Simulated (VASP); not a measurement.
Input of a VASP 6.6.1 run:

INCAR

```
PREC     = Accurate       # precision mode
ENCUT    = 520            # plane-wave cutoff, eV
EDIFF    = 1E-6           # SCF threshold, eV
ISMEAR   = 0              # smearing method
SIGMA    = 0.02           # smearing width, eV
LREAL    = False          # projectors in reciprocal space
LASPH    = True           # aspherical terms in the spheres
NELM     = 80             # most SCF steps
ALGO     = Normal         # electronic algorithm
ISIF     = 2              # what is computed and relaxed
LWAVE    = False          # write WAVECAR
LCHARG   = True           # write CHGCAR
GGA      = PS             # functional
LELF     = True           # ELF
LVHAR    = True         
NBANDS   = 36             # bands
```

File KPOINTS:

```
Automatic mesh
0
Gamma
  12 12 2
```

POSCAR

```
SiC
1.0
    3.0790874996      0.0000000000      0.0000000000
   -1.5395437498      2.6665679951      0.0000000000
    0.0000000000      0.0000000000     15.1076943089
Si C
6 6
Direct
    0.0000000000      0.0000000000      0.1250346186
    0.0000000000      0.0000000000      0.6250346186
    0.3333333333      0.6666666667      0.2918199952
    0.6666666667      0.3333333333      0.7918199952
    0.3333333333      0.6666666667      0.9583138720
    0.6666666667      0.3333333333      0.4583138720
    0.0000000000      0.0000000000     -0.0003142250
    0.0000000000      0.0000000000      0.4996857750
    0.3333333333      0.6666666667      0.1668262173
    0.6666666667      0.3333333333      0.6668262173
    0.3333333333      0.6666666667      0.8333195219
    0.6666666667      0.3333333333      0.3333195219
```

Potentials or basis: VASP PAW PBE potentials, release 64 (Si, C).

Command:

```console
$ cat potpaw_PBE.64/Si/POTCAR potpaw_PBE.64/C/POTCAR > POTCAR
$ mpirun -np 1 vasp_std > vasp.out
```

(1) Estimate the pressure.

(2) What does it give for the band gap on the k mesh?

Answers

(1) 0.3 GPa.

(2) 1.91 eV, indirect (least direct gap 3.02 eV).

Caveat: the PAW data sets were made with another functional, which shifts forces and pressure a little.
